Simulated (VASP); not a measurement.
Here is a VASP 6.6.1 calculation.

File INCAR:

```
PREC = Accurate
ENCUT = 520
EDIFF = 1E-7
ISMEAR = -1
SIGMA = 0.05
LREAL = F
LASPH = T
NELM = 80
ALGO = Normal
ISIF = 2
LWAVE = F
LCHARG = F
NBANDS = 17
```

Contents of KPOINTS:

```
Automatic mesh
0
Gamma
  7 7 7
```

POSCAR

```
BaCa
1.0
    1.9201928500      1.1086238600      4.6722934100
   -1.9201928500      1.1086238600      4.6722934100
    0.0000000000     -2.2172477200      4.6722934100
Ba Ca
1 1
Direct
    0.0000000000      0.0000000000      0.0000000000
    0.5000000000      0.5000000000      0.5000000000
```

Potentials or basis: VASP PAW LDA potentials, release 64 (Ba_sv, Ca_sv).

The run is started by

```console
$ cat potpaw_LDA.64/Ba_sv/POTCAR potpaw_LDA.64/Ca_sv/POTCAR > POTCAR
$ mpirun -np 1 vasp_std > vasp.out
```

Problem. Predict the pressure.

Solution. 10.1 GPa.

Problem. What does it give for the band gap on the k mesh?

Solution. Zero (bands 10 and 11 overlap by 0.35 eV).

Stress tensor (GPa, compression positive):
```
 7.59  0.00  0.00
 0.00  7.59  0.00
 0.00  0.00 14.99
```

Caveat: the cell stands under pressure; spin-orbit coupling is left out, which moves the levels of the heavy elements.
